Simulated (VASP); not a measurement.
Input of a VASP 6.6.1 run:

File INCAR:

```
ALGO     = Normal         # electronic algorithm
EDIFF    = 1E-6           # SCF threshold, eV
EDIFFG   = -0.005         # ionic threshold
ENCUT    = 600            # plane-wave cutoff, eV
GGA      = PS             # functional
IBRION   = 2              # ionic algorithm
ISIF     = 3              # what is computed and relaxed
ISMEAR   = -1             # smearing method
LASPH    = True           # aspherical terms in the spheres
LCHARG   = False          # write CHGCAR
LREAL    = False          # projectors in reciprocal space
LWAVE    = False          # write WAVECAR
NELM     = 100            # most SCF steps
NSW      = 32             # ionic steps
PREC     = Accurate       # precision mode
PSTRESS  = 5100.0       
SIGMA    = 0.1            # smearing width, eV
```

KPOINTS

```
k-points
0
Gamma
  20 20 20
```

Contents of POSCAR:

```
Rh
1.0
   -1.9784457020      1.9784457020      1.0882388063
    1.9784457020     -1.9784457020      1.0882388063
    1.9784457020      1.9784457020     -1.0882388063
Rh
2
Direct
   -0.3750000000     -0.1250000000     -0.2500000000
    0.3750000000      0.1250000000      0.2500000000
```

Potentials or basis: VASP PAW PBE potentials, release 64 (Rh_pv).

Command:

```console
$ cat potpaw_PBE.64/Rh_pv/POTCAR > POTCAR
$ mpirun -np 1 vasp_std > vasp.out
```

Task: What does it give for the band gap on the k mesh?

Result: Zero (bands 15 and 16 overlap by 5.07 eV).

Task: Estimate the relaxed cell.

Result: a = 3.008 Å, b = 3.008 Å, c = 3.008 Å, α = 97.53°, β = 97.53°, γ = 137.57°.

Task: Predict the relaxed volume.

Result: 8.56 Å³/atom.

Task: What does it give for the space group after relaxing (to 0.1 Å)?

Result: I4_1/amd (No. 141).

Final structure:
```
Rh
1.0
    -1.98290    1.98290    1.08867
     1.98290   -1.98290    1.08867
     1.98290    1.98290   -1.08867
Rh
2
Direct
  0.62500 0.87500 0.75000
  0.37500 0.12500 0.25000
```

Caveat: the cell is relaxed towards a set pressure, so the run minimises the enthalpy, not the energy; the PAW data sets were made with another functional, which shifts forces and pressure a little.
